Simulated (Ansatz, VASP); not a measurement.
**MgO: VASP beside Ansatz**

Contents of INCAR:

```
ALGO = Normal
EDIFF = 1E-6
ENCUT = 520
GGA = PS
ISIF = 2
ISMEAR = 0
LASPH = T
LCHARG = T
LELF = T
LREAL = F
LVHAR = T
LWAVE = F
NBANDS = 26
NELM = 80
PREC = Accurate
SIGMA = 0.05
```

The input KPOINTS:

```
k-points
0
Gamma
  9 9 4
```

File POSCAR:

```
MgO
1.0
    3.2553371795      0.0000000000      0.0000000000
   -1.6276685897      2.8192046953      0.0000000000
    0.0000000000      0.0000000000     10.4149514991
Mg O
4 4
Direct
    0.3333333333      0.6666666667      0.9695963559
    0.0000000000      0.0000000000      0.2209473890
    0.0000000000      0.0000000000      0.7209473890
    0.6666666667      0.3333333333      0.4695963559
    0.3333333333      0.6666666667      0.7799156657
   -0.1198032580      0.0000000000      0.4920926037
    0.0000000000      0.0000000000      0.0295387694
    0.6666666667      0.3333333333      0.2799156657
```

Input for Ansatz:

```yaml
crystal:
  lattice:
    - [3.2553371795, 0.0, 0.0]
    - [-1.6276685897, 2.8192046953, 0.0]
    - [0.0, 0.0, 10.4149514991]
  atoms:
    - { symbol: Mg, position: [0.3333333333, 0.6666666667, 0.9695963559] }
    - { symbol: Mg, position: [0.0, 0.0, 0.220947389] }
    - { symbol: Mg, position: [0.0, 0.0, 0.720947389] }
    - { symbol: Mg, position: [0.6666666667, 0.3333333333, 0.4695963559] }
    - { symbol: O, position: [0.3333333333, 0.6666666667, 0.7799156657] }
    - { symbol: O, position: [-0.119803258, 0.0, 0.4920926037] }
    - { symbol: O, position: [0.0, 0.0, 0.0295387694] }
    - { symbol: O, position: [0.6666666667, 0.3333333333, 0.2799156657] }
basis:
  ecutwfc: 420
kpoints:
  mp_grid: { grid: [9, 9, 4] }
hamiltonian:
  xc: pbesol
  pseudopotentials: { kind: paw, azcp: { folder: soft_1 } }
scf:
  occupations: { method: gaussian, width: 0.05 }
output:
  forces: true
  stress: true
  eigenvalues: true
  write_density: true
  write_potential: true
  elf: true
  volumetric_format: npy
```

Alike in both runs: task single point; functional PBEsol; k mesh 9 × 9 × 4; occupations gaussian, width 0.05 eV; no spin polarisation.

|  | VASP | Ansatz |
| --- | --- | --- |
| version | VASP 6.6.1 | Ansatz 0.2.0 |
| potentials or method | VASP PAW PBE potentials, release 64 (Mg, O), cutoff 520 eV | scalar-relativistic, plane waves, PAW |
| valence electrons in the cell | 32 | 64 |

VASP gave:

| Quantity | Value |
| --- | --- |
| gap on the k mesh at the Fermi level (eV) | 2.00 |
| least direct gap on the mesh (eV) | 2.00 |
| pressure (GPa) | 7.4 |
| traceless stress, the component that is largest in VASP (GPa) | -13.06 |
| rms of the force components (eV/Å) | 3.176 |

Problem. What did Ansatz give for the same quantities?

Solution. gap on the k mesh at the Fermi level (eV): 2.03; least direct gap on the mesh (eV): 2.03; pressure (GPa): 7.2; traceless stress, the component that is largest in VASP (GPa): -12.37; rms of the force components (eV/Å): 3.023.

VASP's potentials were made for PBE, not for PBEsol, and Ansatz warns of the same on its side. Atom by atom the forces differ by 0.157 eV/Å (rms over components). VASP's potentials hold 32 valence electrons a cell and Ansatz's 64, so a difference there can come from the potentials and not from the codes.
